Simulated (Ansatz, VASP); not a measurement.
**TiTe2: VASP beside Ansatz**

```
CELL_PARAMETERS angstrom
3.77700 0.00000 0.00000
-1.88850 3.27098 0.00000
0.00000 0.00000 6.49800
ATOMIC_POSITIONS crystal
Ti 0.00000 0.00000 0.00000
Te 0.66667 0.33333 0.26280
Te 0.33333 0.66667 0.73720
```

Alike in both runs: task single point; functional r2SCAN; k mesh 15 × 15 × 8; occupations gaussian, width 0.15 eV; no spin polarisation.

```csv
,VASP,Ansatz
version,VASP 6.6.1,Ansatz 0.2.0
potentials or method,"VASP PAW PBE potentials, release 64 (Ti_sv, Te), cutoff 520 eV","scalar-relativistic, plane waves, PAW"
valence electrons in the cell,24,44
```

VASP gave:

* gap on the k mesh at the Fermi level (eV): none
* pressure (GPa): 1.1
* traceless stress, the component that is largest in VASP (GPa): -0.09
* rms of the force components (eV/Å): 0.082

Q: Which values does Ansatz return?

A: gap on the k mesh at the Fermi level (eV): none; pressure (GPa): 1.0; traceless stress, the component that is largest in VASP (GPa): -0.06; rms of the force components (eV/Å): 0.091.

VASP's potentials were made for PBE, not for r2SCAN. Atom by atom the forces differ by 0.009 eV/Å (rms over components). A gap of «none» marks a metal or a gap that the smearing closes. The functional is the same, so the differences come from potentials, cutoffs and numerics. VASP's potentials hold 24 valence electrons a cell and Ansatz's 44, so a difference there can come from the potentials and not from the codes.

Neither program's run includes spin-orbit coupling.
